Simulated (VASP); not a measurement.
Here is a VASP 6.6.1 calculation.

POSCAR

```
HgTe
1.0
    0.0000000000      3.2891972970      3.2891972970
    3.2891972970      0.0000000000      3.2891972970
    3.2891972970      3.2891972970      0.0000000000
Hg Te
1 1
Direct
    0.0000000000      0.0000000000      0.0000000000
    0.2500000000      0.2500000000      0.2500000000
```

Contents of INCAR.step1:

```
SYSTEM = HgTe
ALGO = Normal ; EDIFF = 1E-4
ENCUT = 520 ; GGA = PE
ISMEAR = -1 ; LASPH = .TRUE.
LCHARG = .FALSE. ; LREAL = .FALSE.
LWAVE = .TRUE. ; NBANDS = 16
NELM = 100 ; PREC = Accurate
SIGMA = 0.02
```

File INCAR.step2:

```
SYSTEM = HgTe
ALGO = Normal ; EDIFF = 1E-7
ENCUT = 520 ; ISIF = 2
ISMEAR = -1 ; ISTART = 1
LASPH = .TRUE. ; LCHARG = .FALSE.
LMIXTAU = .TRUE. ; LREAL = .FALSE.
LWAVE = .FALSE. ; METAGGA = R2SCAN
NBANDS = 16 ; NELM = 100
PREC = Accurate ; SIGMA = 0.02
```

Contents of KPOINTS:

```
k-points
0
G
  6 6 6
  0 0 0
```

Potentials or basis: VASP PAW PBE potentials, release 64 (Hg, Te).

Command:

```bash
$ cat potpaw_PBE.64/Hg/POTCAR potpaw_PBE.64/Te/POTCAR > POTCAR
$ cp INCAR.step1 INCAR
$ mpirun -np 1 vasp_std > vasp.out
$ cp INCAR.step2 INCAR
$ mpirun -np 1 vasp_std > vasp.out
```

(1) What does it give for the pressure?

(2) Predict the band gap on the k mesh.

## Answers

(1) 0.0 GPa.

(2) zero (filled and empty bands touch).

Caveat: the PAW data sets were made with another functional, which shifts forces and pressure a little; spin-orbit coupling is left out, which moves the levels of the heavy elements.
